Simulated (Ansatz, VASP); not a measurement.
**Two plane-wave programs on ZnO**

POSCAR

```
ZnO
1.0
    0.0000000000      2.2468602273      2.2468602273
    2.2468602273      0.0000000000      2.2468602273
    2.2468602273      2.2468602273      0.0000000000
Zn O
1 1
Direct
    0.0000000000      0.0000000000      0.0000000000
    0.5000000000      0.5000000000      0.5000000000
```

INCAR.step1

```
SYSTEM = ZnO
PREC = Accurate
ENCUT = 520
ISMEAR = 0
SIGMA = 0.01
LREAL = .False.
LASPH = .True.
NELM = 100
NBANDS = 16
GGA = PE
ALGO = Normal
EDIFF = 1E-4
LWAVE = .True.
LCHARG = .False.
```

Contents of INCAR.step2:

```
SYSTEM = ZnO
PREC = Accurate
ENCUT = 520
EDIFF = 1E-6
ISMEAR = 0
SIGMA = 0.01
LREAL = .False.
LASPH = .True.
NELM = 100
ALGO = Normal
ISIF = 2
LWAVE = .False.
LCHARG = .True.
METAGGA = R2SCAN
LMIXTAU = .True.
LELF = .True.
LVHAR = .True.
NBANDS = 16
ISTART = 1
```

KPOINTS

```
Automatic mesh
0
Gamma
  10 10 10
  0 0 0
```

Input for Ansatz:

```yaml
crystal:
  lattice:
    - [0.0, 2.2468602273, 2.2468602273]
    - [2.2468602273, 0.0, 2.2468602273]
    - [2.2468602273, 2.2468602273, 0.0]
  atoms:
    - { symbol: Zn, position: [0.0, 0.0, 0.0] }
    - { symbol: O, position: [0.5, 0.5, 0.5] }
kpoints:
  mp_grid: { grid: [10, 10, 10] }
  band_path:
    path:
      - [0.0, 0.0, 0.0]
      - [0.5, 0.0, 0.5]
      - [0.625, 0.25, 0.625]
      - [0.375, 0.375, 0.75]
      - [0.5, 0.5, 0.5]
      - [0.5, 0.25, 0.75]
    npoints: 1
hamiltonian:
  xc: r2scan
scf:
  occupations: { method: fixed }
  n_extra_bands: 4
output:
  forces: true
  stress: true
  eigenvalues: true
```

Change from the starting cell: hydrostatic strain +5.3%.

Alike in both runs: task single point; functional r2SCAN; k mesh 10 × 10 × 10; no spin polarisation.

|  | VASP | Ansatz |
| --- | --- | --- |
| version | VASP 6.6.1 | Ansatz 0.2.0 |
| potentials or method | VASP PAW PBE potentials, release 64 (Zn, O) | plane waves, PAW |
| plane-wave cutoff (eV) | 520 | 500 |
| occupations | gaussian, width 0.01 eV | fixed |
| valence electrons in the cell | 18 | 18 |

VASP gave:

| Item | Value |
| --- | --- |
| gap on the k mesh at the Fermi level (eV) | 0.85 |
| pressure (GPa) | -20.7 |

Problem. Which values does Ansatz return?

Solution. gap on the k mesh at the Fermi level (eV): 0.87; pressure (GPa): -21.2.

VASP's potentials were made for PBE, not for r2SCAN.
